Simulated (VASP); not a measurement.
# Se (P3_121) in VASP: settings compared, part 2 of 2

VASP 6.6.1. Earlier steps stand in the parts before.

### Step 3. Single point, PBE

This run uses another cell than the first one, of 27.26 Å³/atom, 1.168 times its volume.

File INCAR:

```
SYSTEM = Se
PREC = Accurate
ENCUT = 520
EDIFF = 1E-6
ISMEAR = 0
SIGMA = 0.011
LREAL = .FALSE.
LASPH = .TRUE.
NELM = 100
ALGO = Normal
ISIF = 2
LWAVE = .FALSE.
LCHARG = .FALSE.
GGA = PE
NBANDS = 16
```

File KPOINTS:

```
regular mesh
0
G
  7 7 6
  0 0 0
```

File POSCAR:

```
Se
1.0
    4.3662000000      0.0000000000      0.0000000000
   -2.1831000000      3.7812401180      0.0000000000
    0.0000000000      0.0000000000      4.9536000000
Se
3
Direct
    0.7746000000      0.7746000000      0.0000000000
    0.0000000000      0.2254000000      0.6666666667
    0.2254000000      0.0000000000      0.3333333333
```

Potentials or basis: VASP PAW PBE potentials, release 64 (Se).

The run is started by

```bash
$ cat potpaw_PBE.64/Se/POTCAR > POTCAR
$ mpirun -np 1 vasp_std > vasp.out
```

It took 41 s on 1 thread of Intel Xeon 6975P-C, shared host; peak memory 0.2 GiB.

The run converged. Its results:

- Free energy: -10.4700 eV
- Pressure: 2.9 GPa
- Largest force: 0.434 eV/Å
- Band gap on the k mesh: 1.21 eV, indirect (least direct gap 1.47 eV)

Forces on the atoms (eV/Å):
```
Se  -0.217 -0.376  0.000
Se  -0.217  0.376  0.000
Se   0.434  0.000  0.000
```

Stress tensor (GPa, compression positive):
```
2.30 0.00 0.00
0.00 2.30 0.00
0.00 0.00 4.13
```

Levels at points of the mesh, in eV from the valence-band top:
```csv
k point,band 7,band 8,band 9,band 10,band 11,band 12
"(0.00, 0.00, 0.00)",-2.05,-2.05,-0.42,1.88,1.88,2.17
"(0.00, 0.00, 0.50)",-1.55,-1.55,-1.13,1.21,1.21,1.28
```

A k mesh can miss the band edges.

### Step 4. Single point, PBE

This run uses another cell than the first one, of 29.77 Å³/atom, 1.276 times its volume.

File INCAR:

```
SYSTEM = Se
  PREC = Accurate
  ENCUT = 520
  EDIFF = 1E-6
  ISMEAR = -1
  SIGMA = 0.05
  LREAL = .False.
  LASPH = .True.
  NELM = 60
  ALGO = Normal
  ISIF = 2
  LWAVE = .False.
  LCHARG = .False.
  GGA = PE
  NBANDS = 16
```

File KPOINTS:

```
Automatic mesh
0
Gamma
  7 7 6
  0 0 0
```

File POSCAR:

```
Se
1.0
    4.5212982505      0.0000000000      0.0000000000
   -2.2606491252      3.9155591430      0.0000000000
    0.0000000000      0.0000000000      5.0451872326
Se
3
Direct
    0.7811844983      0.7811844983      0.0000000000
    0.0000000000      0.2188155017      0.6666666667
    0.2188155017      0.0000000000      0.3333333333
```

Potentials or basis: VASP PAW PBE potentials, release 64 (Se).

The run is started by

```bash
$ cat potpaw_PBE.64/Se/POTCAR > POTCAR
$ mpirun -np 1 vasp_std > vasp.out
```

OUTCAR:

```text
SYSTEM = Se
   PREC = Accurate
   ENCUT = 520
   EDIFF = 1E-6
   ISMEAR = -1
   LREAL = .False.
   LASPH = .True.
   NELM = 60
   ISIF = 2
   GGA = PE

 ion  position               nearest neighbor table
   1  0.781  0.781  0.000-   2 2.40   3 2.40
   2  0.000  0.219  0.667-   1 2.40   3 2.40
   3  0.219  0.000  0.333-   1 2.40   2 2.40

  LATTYP: Found a hexagonal cell.
 ALAT       =     4.5212982505
 C/A-ratio  =     1.1158713611

[... 650 lines left out ...]

  FORCE on cell =-STRESS in cart. coord.  units (eV):
  Direction    XX          YY          ZZ          XY          YZ          ZX
  --------------------------------------------------------------------------------------
  -------------------------------------------------------------------------------------
  Total        0.0492299      0.0492299      0.0731922      0.0000000      0.0000000     -0.0000000
  in kB        0.8830915      0.8830915      1.3129280      0.0000000      0.0000000     -0.0000000
  external PRESSURE =       1.0263703 kB  Pullay stress =       0.0000000 kB

 VOLUME and BASIS-vectors are now :
 -----------------------------------------------------------------------------
  energy-cutoff  :      520.00
  volume of cell :       89.32
      direct lattice vectors                 reciprocal lattice vectors
     4.521298251  0.000000000  0.000000000     0.221175411  0.127695683  0.000000000
    -2.260649125  3.915559143  0.000000000     0.000000000  0.255391366  0.000000000
     0.000000000  0.000000000  5.045187233     0.000000000  0.000000000  0.198208699

 POSITION                                       TOTAL-FORCE (eV/Angst)
 -----------------------------------------------------------------------------------
      1.76598      3.05877      0.00000        -0.013662     -0.023664     -0.000000
     -0.49467      0.85679      3.36346        -0.013662      0.023664     -0.000000
      0.98933      0.00000      1.68173         0.027325     -0.000000      0.000000
 -----------------------------------------------------------------------------------
    total drift:                                0.000000      0.000001     -0.000000

  FREE ENERGIE OF THE ION-ELECTRON SYSTEM (eV)
  ---------------------------------------------------
  free  energy   TOTEN  =       -10.5108045267 eV

  energy  without entropy=      -10.5108041051  energy(sigma->0) =      -10.51080432
```

Run time: 47 s. Hardware: 1 thread of Intel Xeon 6975P-C, shared host; peak memory 0.23 GiB.

What came out:

```
Free energy            : -10.5108 eV
Pressure               : 0.1 GPa
Largest force          : 0.027 eV/Å
Band gap on the k mesh : 1.19 eV, indirect (least direct gap 1.41 eV)
```

Forces in eV/Å, atoms in the order of the input:
```
Se  -0.014 -0.024  0.000
Se  -0.014  0.024  0.000
Se   0.027  0.000  0.000
```

Levels at points of the mesh, in eV from the valence-band top:
| k point | band 7 | band 8 | band 9 | band 10 | band 11 | band 12 |
| --- | --- | --- | --- | --- | --- | --- |
| (0.00, 0.00, 0.00) | -1.83 | -1.83 | -0.29 | 1.95 | 1.95 | 2.32 |
| (0.00, 0.00, 0.50) | -1.30 | -1.30 | -0.93 | 1.36 | 1.40 | 1.40 |

### Step 5. Relaxation of cell and atoms, revPBE+D3(BJ)

This run uses another cell than the first one, of 27.26 Å³/atom, 1.168 times its volume.

File INCAR:

```
PREC = Accurate ; ENCUT = 600
EDIFF = 1E-6 ; ISMEAR = -1
SIGMA = 0.05 ; LREAL = F
LASPH = T ; NELM = 100
ALGO = Normal ; ISIF = 3
LWAVE = F ; LCHARG = F
GGA = RE ; IVDW = 12
IBRION = 2 ; NSW = 60
EDIFFG = -0.01
```

File KPOINTS:

```
regular mesh
0
Gamma
  7 7 6
```

File POSCAR:

```
Se
1.0
    4.3662000000      0.0000000000      0.0000000000
   -2.1831000000      3.7812401180      0.0000000000
    0.0000000000      0.0000000000      4.9536000000
Se
3
Direct
    0.7746000000      0.7746000000      0.0000000000
    0.0000000000      0.2254000000      0.6666666667
    0.2254000000      0.0000000000      0.3333333333
```

The run is started by

```bash
$ cat potpaw_PBE.64/Se/POTCAR > POTCAR
$ mpirun -np 1 vasp_std > vasp.out
```

Run time: 4.6 min. Hardware: 1 thread of Intel Xeon 6975P-C, shared host; peak memory 0.25 GiB.

Results (log left out):

| Property | Result |
| --- | --- |
| Free energy | -11.5606 eV |
| Relaxed volume | 23.39 Å³/atom |
| Relaxed cell | a = 3.969 Å, b = 3.969 Å, c = 5.144 Å, α = 90.00°, β = 90.00°, γ = 120.00° |
| Space group after relaxing (to 0.05 Å) | P3_121 (No. 152) |
| Energy gained by relaxing | 47.1 meV/atom |
| Ionic steps | 12 |
| Pressure after relaxing | 0.0 GPa |
| Largest force after relaxing | 0.004 eV/Å |
| Band gap on the k mesh | 0.89 eV, indirect (least direct gap 1.10 eV) |
| Dispersion energy per atom | -0.734 eV |

Forces in eV/Å, atoms in the order of the input:
```
Se  -0.002 -0.004  0.000
Se  -0.002  0.004  0.000
Se   0.004  0.000  0.000
```

Step by step:
```
step  energy change (eV)  largest force (eV/Å)  pressure (GPa)  volume (Å³)
   1              0.0000                0.4590            0.05        81.78
   2             -0.0251                0.0784           -1.63        81.87
   3             -0.0268                0.0415           -2.20        81.89
   4             -0.0442                0.0354           -2.08        80.67
   5             -0.0906                0.0040           -1.52        77.06
   6             -0.1362                0.0872            0.84        70.06
   7             -0.1403                0.0388            0.14        69.68
   8             -0.1403                0.0396            0.13        69.68
   9             -0.1407                0.0319            0.05        69.85
  10             -0.1412                0.0149           -0.13        70.24
  11             -0.1412                0.0174            0.08        70.10
  12             -0.1412                0.0043            0.00        70.16
```

Final structure:
```
CELL_PARAMETERS angstrom
3.96869 0.00000 0.00000
-1.98435 3.43699 0.00000
0.00000 0.00000 5.14356
ATOMIC_POSITIONS crystal
Se 0.74525 0.74525 0.00000
Se 0.00000 0.25475 0.66667
Se 0.25475 0.00000 0.33333
```

Levels at points of the mesh, in eV from the valence-band top:
```csv
k point,band 7,band 8,band 9,band 10,band 11,band 12
"(0.00, 0.00, 0.00)",-1.85,-1.85,-0.61,1.46,1.46,2.14
"(0.00, 0.00, 0.50)",-1.42,-1.24,-1.24,0.89,0.96,0.96
```

Caveat: the PAW data sets were made with another functional, which shifts forces and pressure a little; the volume moved by -14 % from the deposited cell, more than functionals usually miss. As with any semilocal functional, this revPBE gap is likely too small.

### Step 6. Overview

```tsv
task	level	cell	cutoff (eV)	smearing	gap on the mesh (eV)	pressure (GPa)	largest force (eV/Å)
single point	revPBE+D4	a = 3.962, b = 3.962, c = 5.152 Å, angles 90.0, 90.0, 120.0°, 3 atoms	520	fermi-dirac 0.05 eV	0.89	0.1	0.02
single point	PBE	a = 4.366, b = 4.366, c = 4.954 Å, angles 90.0, 90.0, 120.0°, 3 atoms	520	gaussian 0.011 eV	1.21	2.9	0.43
single point	PBE	a = 4.521, b = 4.521, c = 5.045 Å, angles 90.0, 90.0, 120.0°, 3 atoms	520	fermi-dirac 0.05 eV	1.19	0.1	0.03
relaxation of cell and atoms	revPBE+D3(BJ)	relaxed from a = 4.366, b = 4.366, c = 4.954 Å, angles 90.0, 90.0, 120.0°, 3 atoms	600	fermi-dirac 0.05 eV	0.89	0.0	-
```

Alike in all rows: potentials or basis VASP PAW PBE potentials, release 64 (Se); no spin polarisation; k mesh 7 × 7 × 6.

Caveats: the PAW data sets were made with another functional, which shifts forces and pressure a little (some runs); the volume moved by -14 % from the deposited cell, more than functionals usually miss (some runs).

Total energies depend on the potentials used, so only differences within one code and one set of settings carry meaning.
